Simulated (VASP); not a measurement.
Write the native input for VASP 6.6.1 that does the following.

```yaml
Task: relaxation of cell and atoms
Functional: PBEsol
Potentials_or_basis: VASP PAW PBE potentials, release 64 (Sn_d, Se)
Cutoff: 600 eV
k_mesh: 12 × 12 × 6
Occupations: gaussian, width 0.02 eV
Spin: no spin polarisation
Dipole_correction: no
Further_INCAR_settings: ALGO = Normal; EDIFF = 1e-06; IBRION = 2; EDIFFG = -0.005; NSW = 100; ISIF = 3
```

The structure of SnSe2 lies in POSCAR:

```
SnSe2
1.0
    3.8110000000      0.0000000000      0.0000000000
   -1.9055000000      3.3004228138      0.0000000000
    0.0000000000      0.0000000000      6.1360000000
Sn Se
1 2
Direct
    0.0000000000      0.0000000000      0.0000000000
    0.3333333333      0.6666666667      0.2490000000
    0.6666666667      0.3333333333      0.7510000000
```

One way to write it, as run:

INCAR

```
SYSTEM = SnSe2
PREC     = Accurate       ! precision mode
ENCUT    = 600            ! plane-wave cutoff, eV
EDIFF    = 1E-6           ! SCF threshold, eV
ISMEAR   = 0              ! smearing method
SIGMA    = 0.02           ! smearing width, eV
LREAL    = .False.        ! projectors in reciprocal space
LASPH    = .True.         ! aspherical terms in the spheres
NELM     = 80             ! most SCF steps
ALGO     = Normal         ! electronic algorithm
ISIF     = 3              ! what is computed and relaxed
LWAVE    = .False.        ! write WAVECAR
LCHARG   = .False.        ! write CHGCAR
GGA      = PS             ! functional
IBRION   = 2              ! ionic algorithm
NSW      = 100            ! ionic steps
EDIFFG   = -0.005         ! ionic threshold
```

KPOINTS

```
regular mesh
0
Gamma
  12 12 6
  0 0 0
```

Potentials or basis: VASP PAW PBE potentials, release 64 (Sn_d, Se).

Run with:

```bash
$ cat potpaw_PBE.64/Sn_d/POTCAR potpaw_PBE.64/Se/POTCAR > POTCAR
$ mpirun -np 1 vasp_std > vasp.out
```

Results of the run:

| Property | Result |
| --- | --- |
| Relaxed volume | 25.92 Å³/atom |
| Relaxed cell | a = 3.821 Å, b = 3.821 Å, c = 6.151 Å, α = 90.00°, β = 90.00°, γ = 120.00° |
| Space group after relaxing (to 0.1 Å) | P-3m1 (No. 164) |
| Energy gained by relaxing | 13.0 meV/atom |
| Ionic steps | 21 |
| Pressure after relaxing | 0.0 GPa |
| Largest force after relaxing | 0.004 eV/Å |
| Band gap on the k mesh | 0.47 eV (least direct gap 0.97 eV) |

Caveat: semilocal functionals underestimate gaps, and a narrow one can read as zero; the PAW data sets were made with another functional, which shifts forces and pressure a little; spin-orbit coupling is left out, which moves the levels of the heavy elements; this functional lacks dispersion, which binds layers or chains, so the pressure and a relaxed spacing across them are unreliable.

Wall time 11 min on 1 thread of AMD EPYC 9R45 96-Core Processor (Zen 5) (shared host), peak memory 0.3 GiB.
